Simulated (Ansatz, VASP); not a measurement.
Zn: VASP beside Ansatz

The input INCAR:

```
PREC = Accurate
ENCUT = 520
EDIFF = 1E-6
ISMEAR = -1
SIGMA = 0.03
LREAL = False
LASPH = True
NELM = 60
ALGO = Normal
ISIF = 2
LWAVE = False
LCHARG = False
GGA = PS
NBANDS = 19
```

Contents of KPOINTS:

```
regular mesh
0
Gamma
  18 18 8
```

The input POSCAR:

```
Zn
1.0
    2.6287828538      0.0000000000      0.0000000000
   -1.3143914269      2.2765927324      0.0000000000
    0.0000000000      0.0000000000      4.8798445072
Zn
2
Direct
    0.3333333333      0.6666666667      0.2500000000
    0.6666666667      0.3333333333      0.7500000000
```

Input for Ansatz:

```yaml
crystal:
  lattice:
    - [2.6287828538, 0.0, 0.0]
    - [-1.3143914269, 2.2765927324, 0.0]
    - [0.0, 0.0, 4.8798445072]
  atoms:
    - { symbol: Zn, position: [0.3333333333, 0.6666666667, 0.25] }
    - { symbol: Zn, position: [0.6666666667, 0.3333333333, 0.75] }
kpoints:
  mp_grid: { grid: [18, 18, 8] }
  band_path:
    path:
      - [0.0, 0.0, 0.0]
      - [0.5, 0.0, 0.0]
      - [0.3333333333, 0.3333333333, 0.0]
      - [0.0, 0.0, 0.0]
      - [0.0, 0.0, 0.5]
      - [0.5, 0.0, 0.5]
      - [0.3333333333, 0.3333333333, 0.5]
      - [0.0, 0.0, 0.5]
      - [0.5, 0.0, 0.5]
    npoints: 5
scf:
  occupations: { method: fermi_dirac, width: 0.03 }
hamiltonian:
  xc: pbesol
  pseudopotentials: { kind: all_electron, lapw: { basis_error: 0.00025 } }
output:
  forces: true
  stress: true
  eigenvalues: true
```

Change from the starting cell: volume scaled by 0.96.

Alike in both runs: task single point; functional PBEsol; k mesh 18 × 18 × 8; occupations fermi-dirac, width 0.03 eV; no spin polarisation.

```csv
,VASP,Ansatz
version,VASP 6.6.1,Ansatz 0.2.0
potentials or method,"VASP PAW PBE potentials, release 64 (Zn), cutoff 520 eV","all-electron LAPW, scalar-relativistic"
```

|  | VASP | Ansatz | Ansatz less VASP |
| --- | --- | --- | --- |
| pressure (GPa) | -2.1 | -2.5 | -0.40 |
| traceless stress, the component that is largest in VASP (GPa) | 0.66 | 0.81 | +0.141 |

VASP's potentials were made for PBE, not for PBEsol. Ansatz ran all-electron here, and VASP with PAW potentials.
